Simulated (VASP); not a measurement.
# InSe (R3m) in VASP: a series of runs

InSe is run at these levels: r2SCAN; tasks: single point.

Program: VASP 6.6.1. These are calculated values, not measurements. Logs are shortened: lines on timing, memory, paths and dates and some standing lists are left out, and cuts for length are marked.

## Step 1: The cell of the first run

It takes space group R3m (No. 160, trigonal). Conventional cell: a = 4.057 Å, b = 4.057 Å, c = 26.654 Å, α = 90.00°, β = 90.00°, γ = 120.00°. In (site symmetry 3m) has 3 Se at 2.66 Å and 1 In at 2.80 Å within 3.5 Å. Within 3.5 Å of In (site symmetry 3m) lie 3 Se at 2.66 Å and 1 In at 2.80 Å. Se (site symmetry 3m) has 3 In at 2.66 Å within 3.5 Å. Se (site symmetry 3m) has 3 In at 2.66 Å within 3.5 Å.

## Step 2: Single point, r2SCAN (31.66 Å³/atom)

POSCAR reads:

```
InSe
1.0
    2.0285027923      1.1711566332      8.8846209190
   -2.0285027923      1.1711566332      8.8846209190
    0.0000000000     -2.3423132663      8.8846209190
In Se
2 2
Direct
    0.0031059963      0.0031059963      0.0031059963
    0.1082210670      0.1082210670      0.1082210670
    0.6227643374      0.6227643374      0.6227643374
    0.8219085994      0.8219085994      0.8219085994
```

INCAR.step1 reads:

```
SYSTEM = InSe
ALGO = Normal
EDIFF = 1E-4
ENCUT = 520
GGA = PE
ISMEAR = 0
LASPH = .TRUE.
LCHARG = .FALSE.
LREAL = .FALSE.
LWAVE = .TRUE.
NBANDS = 27
NELM = 100
PREC = Accurate
SIGMA = 0.02
```

INCAR.step2 reads:

```
SYSTEM = InSe
ALGO = Normal
EDIFF = 1E-6
ENCUT = 520
ISIF = 2
ISMEAR = 0
ISTART = 1
LASPH = .TRUE.
LCHARG = .FALSE.
LMIXTAU = .TRUE.
LREAL = .FALSE.
LWAVE = .FALSE.
METAGGA = R2SCAN
NBANDS = 27
NELM = 100
PREC = Accurate
SIGMA = 0.02
```

KPOINTS reads:

```
k-points
0
G
  9 9 9
  0 0 0
```

Potentials or basis: VASP PAW PBE potentials, release 64 (In_d, Se).

Command:

```console
$ cat potpaw_PBE.64/In_d/POTCAR potpaw_PBE.64/Se/POTCAR > POTCAR
$ cp INCAR.step1 INCAR
$ mpirun -np 1 vasp_std > vasp.out
$ cp INCAR.step2 INCAR
$ mpirun -np 1 vasp_std > vasp.out
```

OUTCAR:

```text
SYSTEM = InSe
   EDIFF = 1E-6
   ENCUT = 520
   ISIF = 2
   ISMEAR = 0
   ISTART = 1
   LASPH = .TRUE.
   LREAL = .FALSE.
   METAGGA = R2SCAN
   NELM = 100
   PREC = Accurate

 ion  position               nearest neighbor table
   1  0.003  0.003  0.003-   3 2.66   3 2.66   3 2.66   2 2.80
   2  0.108  0.108  0.108-   4 2.66   4 2.66   4 2.66   1 2.80
   3  0.623  0.623  0.623-   1 2.66   1 2.66   1 2.66
   4  0.822  0.822  0.822-   2 2.66   2 2.66   2 2.66

  LATTYP: Found a trigonal (rhomboedric) cell.
 ALAT       =     9.1881946166
 COS(alpha) =     0.9025188050

  Lattice vectors:

 A1 = (   2.0285027923,   1.1711566332,   8.8846209190)
 A2 = (  -2.0285027923,   1.1711566332,   8.8846209190)
 A3 = (   0.0000000000,  -2.3423132663,   8.8846209190)

Analysis of symmetry for initial positions (statically):
=====================================================================
 Subroutine PRICEL returns:
 Original cell was already a primitive cell.

 Routine SETGRP: Setting up the symmetry group for a
 trigonal (rhombohedral) supercell.

 Subroutine GETGRP returns: Found  6 space group operations
 (whereof  6 operations were pure point group operations)
 out of a pool of 12 trial point group operations.

The static configuration has the point symmetry C_3v.

Analysis of symmetry for dynamics (positions and initial velocities):
=====================================================================
 Subroutine PRICEL returns:
 Original cell was already a primitive cell.

 Routine SETGRP: Setting up the symmetry group for a
 trigonal (rhombohedral) supercell.

 Subroutine GETGRP returns: Found  6 space group operations
 (whereof  6 operations were pure point group operations)
 out of a pool of 12 trial point group operations.

The dynamic configuration has the point symmetry C_3v.

 Subroutine INISYM returns: Found  6 space group operations
 (whereof  6 operations are pure point group operations),
 and found     1 'primitive' translations

----------------------------------------------------------------------------------------

                                     Primitive cell

  volume of cell :     126.6429

  direct lattice vectors                    reciprocal lattice vectors
     2.028502792  1.171156633  8.884620919     0.246487213  0.142309459  0.037518014
    -2.028502792  1.171156633  8.884620919    -0.246487213  0.142309459  0.037518014
     0.000000000 -2.342313266  8.884620919     0.000000000 -0.284618918  0.037518014

  length of vectors
     9.188194617  9.188194617  9.188194617     0.287081051  0.287081051  0.287081051

  position of ions in fractional coordinates (direct lattice)
     0.003105996  0.003105996  0.003105996
     0.108221067  0.108221067  0.108221067
     0.622764337  0.622764337  0.622764337
     0.821908599  0.821908599  0.821908599

  ion indices of the primitive-cell ions
   primitive index   ion index
                 1           1
                 2           2
                 3           3
                 4           4

----------------------------------------------------------------------------------------

 KPOINTS: k-points

Automatic generation of k-mesh.
 Grid dimensions read from file:
 generate k-points for:    9    9    9

 Generating k-lattice:

  Cartesian coordinates                     Fractional coordinates (reciprocal lattice)
     0.027387468  0.015812162  0.004168668     0.111111111 -0.000000000 -0.000000000
    -0.027387468  0.015812162  0.004168668    -0.000000000  0.111111111 -0.000000000
     0.000000000 -0.031624324  0.004168668     0.000000000  0.000000000  0.111111111

  Length of vectors
     0.031897895  0.031897895  0.031897895

  Shift w.r.t. Gamma in fractional coordinates (k-lattice)
     0.000000000  0.000000000  0.000000000

 Subroutine IBZKPT returns following result:
 ===========================================

 Found     85 irreducible k-points:

 Following reciprocal coordinates:
            Coordinates               Weight
  0.000000  0.000000  0.000000      1.000000
  0.111111  0.000000  0.000000      6.000000
  0.222222  0.000000  0.000000      6.000000
  0.333333  0.000000  0.000000      6.000000
  0.444444  0.000000  0.000000      6.000000
  0.111111  0.111111  0.000000      6.000000
[... 16 lines left out ...]
 -0.333333  0.333333  0.000000      6.000000
  0.444444  0.444444  0.000000      6.000000
 [... further k-points ...]
   k-points           NKPTS =     85   k-points in BZ     NKDIM =     85   number of bands    NBANDS=     27
   number of dos      NEDOS =    301   number of ions     NIONS =      4
   total plane-waves  NPLWV = 343000
   dimension x,y,z NGX =    70 NGY =   70 NGZ =   70
   dimension x,y,z NGXF=   140 NGYF=  140 NGZF=  140
   ions per type =               2   2
   NGX,Y,Z   is equivalent  to a cutoff of  12.67, 12.67, 12.67 a.u.
   NGXF,Y,Z  is equivalent  to a cutoff of  25.33, 25.33, 25.33 a.u.
 SYSTEM =  InSe
   PREC   = accura    normal or accurate (medium, high low for compatibility)
   ISTART =      1    job   : 0-new  1-cont  2-samecut
   ICHARG =      0    charge: 1-file 2-atom 10-const
   ISPIN  =      1    spin polarized calculation?
   LNONCOLLINEAR =      F non collinear calculations
   LSORBIT =      F    spin-orbit coupling
   LASPH  =      T    aspherical Exc in radial PAW
   ENCUT  =  520.0 eV  38.22 Ry    6.18 a.u.  17.08 17.08 17.08*2*pi/ulx,y,z
   NELM   =    100;   NELMIN=  2; NELMDL=  0     # of ELM steps
   EDIFF  = 0.1E-05   stopping-criterion for ELM
   LREAL  =      F    real-space projection
   EDIFFG = 0.1E-04   stopping-criterion for IOM
   NSW    =      0    number of steps for IOM
   IBRION =     -1    ionic relax: 0-MD 1-quasi-New 2-CG
   NFREE  =      0    steps in history (QN), initial steepest desc. (CG)
   ISIF   =      2    stress and relaxation
   ISYM   =      2    0-nonsym 1-usesym 2-fastsym
   POTIM  = 0.5000    time-step for ionic-motion
   TEBEG  =    0.0;   TEEND  =   0.0 temperature during run
   PSTRESS=    0.0 pullay stress
   NELECT =      38.0000    total number of electrons
   NUPDOWN=      -1.0000    fix difference up-down
   EMIN   =  10.00;   EMAX   =-10.00  energy-range for DOS
   EFERMI =   0.00;   METHOD = LEGACY
   ISMEAR =     0;   SIGMA  =   0.02  broadening in eV -4-tet -1-fermi 0-gaus
   EFERMI_NEDOS =   21; number of points for ismear=-14 and -15
   IALGO  =     38    algorithm
   IMIX   =      4    mixing-type and parameters
     AMIX     =   0.40;   BMIX     =  1.00
     AMIX_MAG =   1.60;   BMIX_MAG =  1.00
  volume/ion in A,a.u.               =      31.66       213.66
  Fermi-wavevector in a.u.,A,eV,Ry     =   1.095996  2.071133 16.343428  1.201208
  Thomas-Fermi vector in A             =   2.232330
   LORBIT       =      0    0 simple, 1 ext, 2 COOP (PROOUT), +10 PAW based schemes
   METAGGA = R2SCAN    functional components
   LHFCALC =     F    Hartree Fock is set to
   AEXX    =    0.0000 exact exchange contribution
   IVDW    =     0    specifies the selected vdW correction
   LEPSILON=     F    determine dielectric tensor
   LRPA    =     F    only Hartree local field effects (RPA)
 non-spin polarized calculation
 Gauss-broadening in eV      SIGMA  =   0.02
  energy-cutoff  :      520.00
  volume of cell :      126.64
 maximum number of plane-waves:      3443
 NGX is ok and might be reduce to    70
   NGX = 35   NGY = 35   NGZ = 35

 number of electron      38.0000001 magnetization

 Free energy of the ion-electron system (eV)
  ---------------------------------------------------
  ext. energy  EPLUGINS =         0.00000000
  ---------------------------------------------------
  free energy    TOTEN  =       -76.47823225 eV

  energy without entropy =      -76.47823225  energy(sigma->0) =      -76.47823225

 E-fermi :   3.0401     XC(G=0):  -8.9877

 val. band max:        2.9058583519   @ k =   0.4444   0.4444   0.4444
 cond. band min:       3.9908026437   @ k =   0.4444   0.4444   0.4444
 fundamental gap:      1.0849442919
 Fermi energy:         3.0400803282

 k-point     1 :       0.0000    0.0000    0.0000
  band No.  band energies     occupation
      1     -12.1310      2.00000
      2     -11.9460      2.00000
      3     -11.9460      2.00000
      4     -11.8585      2.00000
      5     -11.8585      2.00000
      6     -11.8354      2.00000
[... 19 lines left out ...]
     26       9.1393      0.00000
     27      10.4719      0.00000

 k-point     2 :       0.1111    0.0000    0.0000
  band No.  band energies     occupation
      1     -12.1333      2.00000
      2     -11.9875      2.00000
      3     -11.9435      2.00000
      4     -11.9130      2.00000
      5     -11.8501      2.00000
      6     -11.8385      2.00000
[... 19 lines left out ...]
     26       9.3104      0.00000
     27      10.3552      0.00000

 k-point     3 :       0.2222    0.0000    0.0000
  band No.  band energies     occupation
      1     -12.1591      2.00000
      2     -12.0497      2.00000
      3     -12.0175      2.00000
      4     -11.9395      2.00000
      5     -11.8463      2.00000
      6     -11.8288      2.00000
[... 19 lines left out ...]
     26       9.8982      0.00000
     27      10.0695      0.00000

 k-point     4 :       0.3333    0.0000    0.0000
  band No.  band energies     occupation
      1     -12.2208      2.00000
      2     -12.1078      2.00000
      3     -12.0649      2.00000
      4     -11.9380      2.00000
      5     -11.8552      2.00000
      6     -11.8047      2.00000
[... 19 lines left out ...]
     26      10.2077      0.00000
     27      10.9715      0.00000

 k-point     5 :       0.4444    0.0000    0.0000
  band No.  band energies     occupation
      1     -12.2639      2.00000
      2     -12.1574      2.00000
      3     -12.0638      2.00000
      4     -11.9382      2.00000
      5     -11.8609      2.00000
      6     -11.7892      2.00000
[... 19 lines left out ...]
     26      10.2021      0.00000
     27      10.9051      0.00000

 k-point     6 :       0.1111    0.1111    0.0000
  band No.  band energies     occupation
      1     -12.1333      2.00000
      2     -11.9874      2.00000
      3     -11.9435      2.00000
      4     -11.9131      2.00000
      5     -11.8501      2.00000
      6     -11.8385      2.00000
[... 444 lines left out ...]
      1     -12.2466      2.00000
      2     -12.1452      2.00000
      3     -12.0645      2.00000
      4     -11.9431      2.00000
      5     -11.8539      2.00000
      6     -11.7979      2.00000
[... 19 lines left out ...]
     26      10.5627      0.00000
     27      11.0144      0.00000

 k-point    22 :      -0.4444    0.3333    0.0000
  band No.  band energies     occupation
      1     -12.2639      2.00000
      2     -12.1690      2.00000
      3     -12.0634      2.00000
      4     -11.9536      2.00000
      5     -11.8440      2.00000
      6     -11.7972      2.00000
[... 19 lines left out ...]
     26      10.5894      0.00000
     27      11.0211      0.00000

 k-point    23 :      -0.3333    0.3333    0.0000
  band No.  band energies     occupation
      1     -12.2698      2.00000
      2     -12.1765      2.00000
      3     -12.0628      2.00000
      4     -11.9588      2.00000
      5     -11.8361      2.00000
      6     -11.7998      2.00000
[... 19 lines left out ...]
     26      10.4284      0.00000
     27      11.0445      0.00000

 k-point    24 :       0.4444    0.4444    0.0000
  band No.  band energies     occupation
      1     -12.2614      2.00000
      2     -12.1604      2.00000
      3     -12.0635      2.00000
      4     -11.9383      2.00000
      5     -11.8608      2.00000
      6     -11.7891      2.00000
[... 19 lines left out ...]
     26      10.6799      0.00000
     27      11.2509      0.00000

 [... further k-points ...]

------------------------ aborting loop because EDIFF is reached ----------------------------------------

  FORCE on cell =-STRESS in cart. coord.  units (eV):
  Direction    XX          YY          ZZ          XY          YZ          ZX
  --------------------------------------------------------------------------------------
  -------------------------------------------------------------------------------------
  Total       -0.3220693     -0.3220693     -0.2007308      0.0000000     -0.0000000      0.0000000
  in kB       -4.0745454     -4.0745454     -2.5394748      0.0000000     -0.0000000      0.0000000
  external PRESSURE =      -3.5628552 kB  Pullay stress =       0.0000000 kB

 VOLUME and BASIS-vectors are now :
 -----------------------------------------------------------------------------
  energy-cutoff  :      520.00
  volume of cell :      126.64
      direct lattice vectors                 reciprocal lattice vectors
     2.028502792  1.171156633  8.884620919     0.246487213  0.142309459  0.037518014
    -2.028502792  1.171156633  8.884620919    -0.246487213  0.142309459  0.037518014
     0.000000000 -2.342313266  8.884620919     0.000000000 -0.284618918  0.037518014

 POSITION                                       TOTAL-FORCE (eV/Angst)
 -----------------------------------------------------------------------------------
      0.00000      0.00000      0.08279         0.000000      0.000000      0.011145
      0.00000      0.00000      2.88451         0.000000     -0.000000     -0.010908
      0.00000      0.00000     16.59908         0.000000     -0.000000     -0.024001
      0.00000      0.00000     21.90704         0.000000      0.000000      0.023764
 -----------------------------------------------------------------------------------
    total drift:                               -0.000000      0.000000     -0.000235

  FREE ENERGIE OF THE ION-ELECTRON SYSTEM (eV)
  ---------------------------------------------------
  free  energy   TOTEN  =       -76.4782322494 eV

  energy  without entropy=      -76.4782322494  energy(sigma->0) =      -76.47823225
```

Run time: 66 min. Hardware: 1 thread of Intel Xeon 6975P-C (Granite Rapids), shared host; peak memory 0.91 GiB.

What came out:

| Quantity | Value |
| --- | --- |
| Free energy | -76.4782 eV |
| Pressure | -0.4 GPa |
| Largest force | 0.024 eV/Å |
| Band gap on the k mesh | 1.08 eV |

Forces on the atoms (eV/Å):
```
In   0.000  0.000  0.011
In   0.000  0.000 -0.011
Se   0.000  0.000 -0.024
Se   0.000  0.000  0.024
```

Stress tensor (GPa, compression positive):
```
-0.41  0.00  0.00
 0.00 -0.41  0.00
 0.00  0.00 -0.25
```

Caveat: the PAW data sets were made with another functional, which shifts forces and pressure a little; spin-orbit coupling is left out, which moves the levels of the heavy elements.

## Step 3: Single point, r2SCAN (32.58 Å³/atom)

This run uses another cell than the first one, of 32.58 Å³/atom.

POSCAR reads:

```
InSe
1.0
    2.0270598854      1.1703235705      9.1564178691
   -2.0270598854      1.1703235705      9.1564178691
    0.0000000000     -2.3406471410      9.1564178691
In Se
2 2
Direct
    0.0045861811      0.0045861811      0.0045861811
    0.1067393280      0.1067393280      0.1067393280
    0.6254813818      0.6254813818      0.6254813818
    0.8191931092      0.8191931092      0.8191931092
```

INCAR.step1 reads:

```
SYSTEM = InSe
ALGO     = Normal         ! electronic algorithm
EDIFF    = 1E-4           ! SCF threshold, eV
ENCUT    = 520            ! plane-wave cutoff, eV
GGA      = PE             ! functional
ISMEAR   = 0              ! smearing method
LASPH    = .True.         ! aspherical terms in the spheres
LCHARG   = .False.        ! write CHGCAR
LREAL    = .False.        ! projectors in reciprocal space
LWAVE    = .True.         ! write WAVECAR
NBANDS   = 27             ! bands
NELM     = 100            ! most SCF steps
PREC     = Accurate       ! precision mode
SIGMA    = 0.02           ! smearing width, eV
```

INCAR.step2 reads:

```
SYSTEM = InSe
ALGO     = Normal         ! electronic algorithm
EDIFF    = 1E-6           ! SCF threshold, eV
ENCUT    = 520            ! plane-wave cutoff, eV
ISIF     = 2              ! what is computed and relaxed
ISMEAR   = 0              ! smearing method
ISTART   = 1            
LASPH    = .True.         ! aspherical terms in the spheres
LCHARG   = .False.        ! write CHGCAR
LMIXTAU  = .True.       
LREAL    = .False.        ! projectors in reciprocal space
LWAVE    = .False.        ! write WAVECAR
METAGGA  = R2SCAN         ! meta-GGA
NBANDS   = 27             ! bands
NELM     = 100            ! most SCF steps
PREC     = Accurate       ! precision mode
SIGMA    = 0.02           ! smearing width, eV
```

KPOINTS reads:

```
k-points
0
Gamma
  9 9 9
  0 0 0
```

Potentials or basis: VASP PAW PBE potentials, release 64 (In_d, Se).

Command:

```console
$ cat potpaw_PBE.64/In_d/POTCAR potpaw_PBE.64/Se/POTCAR > POTCAR
$ cp INCAR.step1 INCAR
$ mpirun -np 1 vasp_std > vasp.out
$ cp INCAR.step2 INCAR
$ mpirun -np 1 vasp_std > vasp.out
```

It took 66 min on 1 thread of Intel Xeon 6975P-C (Granite Rapids), shared host; peak memory 0.93 GiB.

It converged, with:

- Free energy: -76.4702 eV
- Pressure: -0.4 GPa
- Largest force: 0.015 eV/Å
- Band gap on the k mesh: 1.24 eV

Forces in eV/Å, atoms in the order of the input:
```
In   0.000  0.000  0.015
In   0.000  0.000 -0.014
Se   0.000  0.000 -0.015
Se   0.000  0.000  0.014
```

Levels at points of the mesh, in eV from the valence-band top:
```csv
k point,band 17,band 18,band 19,band 20,band 21,band 22
"(0.00, 0.00, 0.00)",-0.97,-0.97,-0.81,1.89,2.78,4.93
```

Caveat: the PAW data sets were made with another functional, which shifts forces and pressure a little; spin-orbit coupling is left out, which moves the levels of the heavy elements.
